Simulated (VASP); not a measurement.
## HW8C8: single point with r2SCAN+D3(BJ)

The system is HW8C8, a slab with vacuum.

```
W C H
1.0
     5.80340    0.00000    0.00000
    -2.90170    5.02589    0.00000
     0.00000    0.00000   15.25085
W C H
8 8 1
Cartesian
  0.0000 0.0000 1.0000
  0.1155 -0.1630 3.7754
  -1.4508 2.5129 1.0000
  -1.4095 2.4495 3.9576
  2.9017 0.0000 1.0000
  3.0614 -0.0141 3.9077
  1.4508 2.5129 1.0000
  1.3686 2.5052 3.7688
  1.6041 0.9450 2.2698
  1.5518 0.6415 4.8577
  -0.2418 3.2264 2.2948
  0.1884 3.3046 4.8664
  4.4575 0.7905 2.2869
  4.6720 0.7765 5.0602
  2.7570 3.5182 2.2811
  2.8500 2.8354 5.0833
  2.8776 3.1111 6.1534
```

```
Program                : VASP 6.6.1
Task                   : single point
Functional             : r2SCAN
Dispersion             : D3(BJ)
Potentials or basis    : VASP PAW PBE potentials, release 64 (W_sv, C, H)
Cutoff                 : 520 eV
k mesh                 : 3 × 3 × 1
Occupations            : fermi-dirac, width 0.15 eV
Spin                   : no spin polarisation
Dipole correction      : no
Further INCAR settings : LREAL = Auto; ALGO = Normal; EDIFF = 1e-07; NBANDS = 86
```

| Item | Value |
| --- | --- |
| Largest force | 6.098 eV/Å |
| Band gap on the k mesh | zero (an odd number of electrons rules out a gap without spin polarisation) |
| Dispersion energy per atom | -0.115 eV |

Forces on the atoms (eV/Å):
```
W    0.632  0.614 -1.776
W   -0.976  2.718  2.093
W   -1.407 -0.625 -0.796
W    1.074 -1.841 -1.156
W    0.378 -0.128  0.200
W   -0.242  0.075 -1.751
W   -0.482  0.546 -1.157
W    4.529 -3.673 -1.782
C   -1.736 -2.003  0.360
C   -0.427  1.169  1.170
C    3.684  2.760  0.455
C   -3.510  0.626  3.792
C   -1.664  0.690  0.891
C   -0.984 -0.307 -1.210
C    0.939 -3.799 -0.245
C    0.441  3.777  1.310
H   -0.250 -0.597 -0.396
```

Levels at points of the mesh, in eV from the Fermi level:
```csv
k point,band 71,band 72,band 73,band 74,band 75,band 76
"(0.00, 0.00, 0.00)",0.23,0.28,0.41,0.61,1.22,1.38
```

Run time: 35 min on 1 thread of Intel(R) Xeon(R) Platinum 8259CL CPU @ 2.50GHz (Skylake/Cascade Lake) (shared host), peak memory 0.74 GiB.

Caveat: the k points lie up to 0.42 Å⁻¹ apart, too coarse for converged energies and pressures of a metal; the atoms stand as in a frame of molecular dynamics; the PAW data sets were made with another functional, which shifts forces and pressure a little; spin-orbit coupling is left out, which moves the levels of the heavy elements.
